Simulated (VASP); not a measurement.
# Si in VASP: relaxation of the atoms with LDA

Aim: the relaxation of the atoms of Si with LDA.

Program: VASP 6.6.1. These are calculated values, not measurements. Logs are shortened: lines on timing, memory, paths and dates and some standing lists are left out, and cuts for length are marked.

**1. The cell of the first run**

The cell holds a slab with vacuum, 5 atoms: a = 3.820 Å, b = 3.820 Å, c = 19.377 Å, α = 90.00°, β = 90.00°, γ = 120.00°.

**2. Relaxation of the atoms, LDA, collinear spin**

The input, INCAR:

```
PREC = Accurate
ENCUT = 520
EDIFF = 1E-6
ISMEAR = 0
SIGMA = 0.05
LREAL = False
LASPH = True
NELM = 150
ALGO = Normal
ISIF = 2
LWAVE = False
LCHARG = False
ISPIN = 2
MAGMOM = 0 0 0 0 2
LORBIT = 11
LDIPOL = True
IDIPOL = 3
DIPOL = 0.5 0.5 0.346
GGA = CA
IBRION = 2
NSW = 36
EDIFFG = -0.025
KPAR = 4
```

The input, KPOINTS:

```
Automatic mesh
0
Gamma
  9 9 1
```

The input, POSCAR:

```
Si
1.0
    3.8195065206      0.0000000000      0.0000000000
   -1.9097532603      3.3077896768      0.0000000000
    0.0000000000      0.0000000000     19.3772904594
Si
5
Selective dynamics
Direct
    0.3333333333      0.6666666667      0.2064272096  F F F
    0.0000000000      0.0000000000      0.2466626339  F F F
    0.0000000000      0.0000000000      0.3734220759  F F F
    0.6666666667      0.3333333333      0.4065217723  F F F
    1.0000000000      1.0000000000      0.4955927290  F F T
```

Potentials or basis: VASP PAW LDA potentials, release 64 (Si).

Run with:

```console
> cat potpaw_LDA.64/Si/POTCAR > POTCAR
> mpirun -np 4 vasp_std > vasp.out
```

OUTCAR:

```text
PREC = Accurate
   ENCUT = 520
   EDIFF = 1E-6
   ISMEAR = 0
   LREAL = False
   LASPH = True
   NELM = 150
   ISIF = 2
   ISPIN = 2
   LORBIT = 11
   GGA = CA
   IBRION = 2
   NSW = 36
   EDIFFG = -0.025

 ion  position               nearest neighbor table
   1  0.333  0.667  0.206-   2 2.34   2 2.34   2 2.34
   2  0.000  0.000  0.247-   1 2.34   1 2.34   1 2.34   3 2.46
   3  0.000  0.000  0.373-   4 2.30   4 2.30   4 2.30   5 2.37   2 2.46
   4  0.667  0.333  0.407-   3 2.30   3 2.30   3 2.30   5 2.80   5 2.80   5 2.80
   5  0.000  0.000  0.496-   3 2.37   4 2.80   4 2.80   4 2.80

  LATTYP: Found a hexagonal cell.
 ALAT       =     3.8195065206
 C/A-ratio  =     5.0732445029

  Lattice vectors:

 A1 = (   3.8195065206,   0.0000000000,   0.0000000000)
 A2 = (  -1.9097532603,   3.3077896768,   0.0000000000)
 A3 = (   0.0000000000,   0.0000000000,  19.3772904594)

Analysis of symmetry for initial positions (statically):
=====================================================================
 Subroutine PRICEL returns:
 Original cell was already a primitive cell.

 Routine SETGRP: Setting up the symmetry group for a
 hexagonal supercell.

 Subroutine GETGRP returns: Found  6 space group operations
 (whereof  6 operations were pure point group operations)
 out of a pool of 24 trial point group operations.

The static configuration has the point symmetry C_3v.

Analysis of symmetry for dynamics (positions and initial velocities):
=====================================================================
 Subroutine PRICEL returns:
 Original cell was already a primitive cell.

 Routine SETGRP: Setting up the symmetry group for a
 hexagonal supercell.

 Subroutine GETGRP returns: Found  6 space group operations
 (whereof  6 operations were pure point group operations)
 out of a pool of 24 trial point group operations.

The dynamic configuration has the point symmetry C_3v.

Analysis of constrained symmetry for selective dynamics:
=====================================================================
 Subroutine PRICEL returns:
 Original cell was already a primitive cell.

 Routine SETGRP: Setting up the symmetry group for a
 hexagonal supercell.

 Subroutine GETGRP returns: Found  6 space group operations
 (whereof  6 operations were pure point group operations)
 out of a pool of 24 trial point group operations.

The constrained configuration has the point symmetry C_3v.

Analysis of structural, dynamic, and magnetic symmetry:
=====================================================================
 Subroutine PRICEL returns:
 Original cell was already a primitive cell.

 Routine SETGRP: Setting up the symmetry group for a
 hexagonal supercell.

[... 231 lines left out ...]

 Free energy of the ion-electron system (eV)
  ---------------------------------------------------
  ext. energy  EPLUGINS =         0.00000000
  ---------------------------------------------------
  free energy    TOTEN  =       -26.16817095 eV

  energy without entropy =      -26.16817049  energy(sigma->0) =      -26.16817072

 E-fermi :  -0.4252     XC(G=0):  -4.7541

 val. band max:       -0.5763576189   @ k =   0.4444  -0.0000   0.0000
 cond. band min:      -0.2680667842   @ k =   0.1111   0.1111   0.0000
 fundamental gap:      0.3082908347
 Fermi energy:        -0.4252130097

 spin component 1

 k-point     1 :       0.0000    0.0000    0.0000
  band No.  band energies     occupation
      1     -13.1461      1.00000
      2     -11.0548      1.00000
      3      -8.2417      1.00000
      4      -5.0350      1.00000
      5      -2.5998      1.00000
      6      -2.5998      1.00000
      7      -2.1595      1.00000
      8      -0.7166      1.00000
      9      -0.7166      1.00000
     10      -0.7038      1.00000
     11       0.8874      0.00000
     12       1.5088      0.00000
     13       1.5088      0.00000
     14       2.2612      0.00000
[... 184 lines left out ...]
      1     -10.4111      1.00000
      2      -9.1532      1.00000
      3      -8.1050      1.00000
      4      -7.5939      1.00000
      5      -6.0025      1.00000
      6      -5.8011      1.00000
      7      -4.4253      1.00000
      8      -3.0547      1.00000
      9      -2.8445      1.00000
     10      -1.5962      1.00000
     11      -0.1779      0.00000
     12       0.8341      0.00000
     13       1.6390      0.00000
     14       3.7090      0.00000
     15       3.8377      0.00000
 Fermi energy:        -0.4252130097

 spin component 2

 k-point     1 :       0.0000    0.0000    0.0000
  band No.  band energies     occupation
      1     -13.1461      1.00000
      2     -11.0548      1.00000
      3      -8.2417      1.00000
      4      -5.0350      1.00000
      5      -2.5998      1.00000
      6      -2.5998      1.00000
      7      -2.1595      1.00000
      8      -0.7166      1.00000
      9      -0.7166      1.00000
     10      -0.7038      1.00000
     11       0.8874      0.00000
     12       1.5088      0.00000
     13       1.5088      0.00000
     14       2.2615      0.00000
[... 187 lines left out ...]
      4      -7.5939      1.00000
      5      -6.0025      1.00000
      6      -5.8011      1.00000
      7      -4.4253      1.00000
      8      -3.0547      1.00000
      9      -2.8445      1.00000
     10      -1.5962      1.00000
     11      -0.1779      0.00000
     12       0.8341      0.00000
     13       1.6390      0.00000
     14       3.7090      0.00000
     15       3.8377      0.00000

------------------------ aborting loop because EDIFF is reached ----------------------------------------

 vacuum level on the upper side and lower side of the slab       (xc-potential included)        -0.293         0.270

  FORCE on cell =-STRESS in cart. coord.  units (eV):
  Direction    XX          YY          ZZ          XY          YZ          ZX
  --------------------------------------------------------------------------------------
  -------------------------------------------------------------------------------------
  Total       -2.4089179     -2.4089179      0.1906514      0.0000000     -0.0000000      0.0000000
  in kB      -15.7650148    -15.7650148      1.2477061      0.0000000     -0.0000000      0.0000000
  external PRESSURE =     -10.0941078 kB  Pullay stress =       0.0000000 kB
[... 20 lines left out ...]
  FREE ENERGIE OF THE ION-ELECTRON SYSTEM (eV)
  ---------------------------------------------------
  free  energy   TOTEN  =       -26.1681709487 eV

  energy  without entropy=      -26.1681704882  energy(sigma->0) =      -26.16817072

 reached required accuracy - stopping structural energy minimisation

 vacuum level on the upper side and lower side of the slab         4.090         4.753

 total charge

# of ion       s       p       d       tot
------------------------------------------
    1        0.812   0.852   0.000   1.665
    2        0.783   0.893   0.000   1.676
    3        0.783   0.928   0.000   1.711
    4        0.781   0.886   0.000   1.667
    5        0.934   0.605   0.000   1.540
--------------------------------------------------
tot          4.094   4.165   0.000   8.259

 magnetization (x)

# of ion       s       p       d       tot
------------------------------------------
    1       -0.000  -0.000   0.000  -0.000
    2        0.000   0.000   0.000   0.000
    3        0.000   0.000   0.000   0.000
    4       -0.000  -0.000   0.000  -0.000
    5       -0.000  -0.000   0.000  -0.000
--------------------------------------------------
tot          0.000  -0.000   0.000   0.000
```

OSZICAR:

```text
N       E                     dE             d eps       ncg     rms          rms(c)
DAV:   1     0.876025669734E+02    0.87603E+02   -0.66448E+03   720   0.970E+02
DAV:   2    -0.193378099005E+02   -0.10694E+03   -0.10382E+03   984   0.163E+02
[... 34 lines left out ...]
DAV:   2    -0.261683190639E+02   -0.47421E-03   -0.88754E-03  1066   0.542E-01    0.632E-02
DAV:   3    -0.261684346959E+02   -0.11563E-03   -0.54886E-03   958   0.273E-01    0.651E-02
DAV:   4    -0.261681738013E+02    0.26089E-03   -0.22948E-03   986   0.175E-01    0.296E-02
DAV:   5    -0.261681722466E+02    0.15547E-05   -0.13963E-04   932   0.626E-02    0.115E-02
DAV:   6    -0.261681707800E+02    0.14666E-05   -0.15270E-05   970   0.220E-02    0.618E-03
DAV:   7    -0.261681709487E+02   -0.16869E-06   -0.17908E-06   684   0.800E-03
   3 F= -.26168171E+02 E0= -.26168171E+02  d E =-.770370E-02  mag=    -0.0000
```

CONTCAR:

```text
Si
   1.00000000000000
     3.8195065206000001    0.0000000000000000    0.0000000000000000
    -1.9097532603000000    3.3077896768000001    0.0000000000000000
     0.0000000000000000    0.0000000000000000   19.3772904594000011
  Si
     5
Selective dynamics
Direct
     0.3333333332999970    0.6666666667000030    0.2064272096000010   F   F   F
     0.0000000000000000    0.0000000000000000    0.2466626339000015   F   F   F
     0.0000000000000000    0.0000000000000000    0.3734220759000024   F   F   F
     0.6666666667000030    0.3333333332999970    0.4065217723000032   F   F   F
     0.0000000000000000    0.0000000000000000    0.4978435707019679   F   F   T

  0.00000000E+00  0.00000000E+00  0.00000000E+00
  0.00000000E+00  0.00000000E+00  0.00000000E+00
  0.00000000E+00  0.00000000E+00  0.00000000E+00
  0.00000000E+00  0.00000000E+00  0.00000000E+00
  0.00000000E+00  0.00000000E+00  0.00000000E+00
```

It took 75 s on 4 MPI ranks of AMD EPYC 7R43 (Zen 3), shared host; peak memory 0.28 GiB.

What came out:

| Item | Value |
| --- | --- |
| Free energy | -26.1682 eV |
| Energy gained by relaxing | 1.5 meV/atom |
| Ionic steps | 3 |
| Band gap on the k mesh | zero (filled and empty bands overlap) |
| Net moment | 0.00 μB per cell |
| Valence electrons inside the program's atomic spheres | Si 1.67, 1.68, 1.71, 1.54 (each value once) |

The path:
```csv
step,energy change (eV),largest force on free atoms (eV/Å),pressure (GPa)
1,0.0000,0.3654,-0.81
2,-0.0051,0.2100,-0.90
3,-0.0077,0.0028,-1.01
```

Final structure:
```xyz
5
Lattice="3.8195 0.0000 0.0000 -1.9098 3.3078 0.0000 0.0000 0.0000 19.3773" Properties=species:S:1:pos:R:3 pbc="T T T"
Si    0.0000    2.2052    4.0000
Si    0.0000    0.0000    4.7797
Si    0.0000    0.0000    7.2359
Si    1.9098    1.1026    7.8773
Si    0.0000    0.0000    9.6469
```

The gap in the log of VASP goes by the Fermi energy; the results here count the filled bands.